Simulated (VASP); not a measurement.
Input of a VASP 6.6.1 run:

The input INCAR:

```
SYSTEM = InSe
PREC = Accurate ; ENCUT = 520
EDIFF = 1E-6 ; ISMEAR = 0
SIGMA = 0.05 ; LREAL = .False.
LASPH = .True. ; NELM = 60
ALGO = Normal ; ISIF = 2
LWAVE = .False. ; LCHARG = .False.
GGA = PS ; NBANDS = 48
```

The input KPOINTS:

```
Automatic mesh
0
Gamma
  6 7 3
  0 0 0
```

POSCAR

```
InSe
1.0
    1.6051187225      0.0000000000     -4.2720903381
    0.0000000000      4.1105485099      0.0000000000
   11.1078054240      0.0000000000      1.6982463554
In Se
4 4
Direct
    0.6252671360      0.0000000000      0.3858026583
   -0.1747328640      0.5000000000      0.8858026583
   -0.2252671360      0.0000000000      0.6141973417
    0.5747328640      0.5000000000      0.1141973417
   -0.0755982824      0.0000000000      0.1547212196
    0.1244017176      0.5000000000      0.6547212196
    0.4755982824      0.0000000000      0.8452787804
    0.2755982824      0.5000000000      0.3452787804
```

Potentials or basis: VASP PAW PBE potentials, release 64 (In_d, Se).

Launch:

```sh
$ cat potpaw_PBE.64/In_d/POTCAR potpaw_PBE.64/Se/POTCAR > POTCAR
$ mpirun -np 1 vasp_std > vasp.out
```

Problem. Predict the pressure.

Solution. 1.8 GPa.

Problem. Predict the largest force.

Solution. 1.587 eV/Å.

Problem. Predict the band gap on the k mesh.

Solution. Zero (bands 38 and 39 overlap by 0.30 eV).

Forces on the atoms (eV/Å):
```
In  -0.006  0.000 -0.157
In  -1.458  0.000 -0.627
In   0.006  0.000  0.157
In   1.458  0.000  0.627
Se   0.601  0.000 -0.264
Se   0.055  0.000 -0.009
Se  -0.601  0.000  0.264
Se  -0.055  0.000  0.009
```

Caveat: the cell differs from its parent crystal (the part above a cut slid along it); the PAW data sets were made with another functional, which shifts forces and pressure a little; spin-orbit coupling is left out, which moves the levels of the heavy elements.
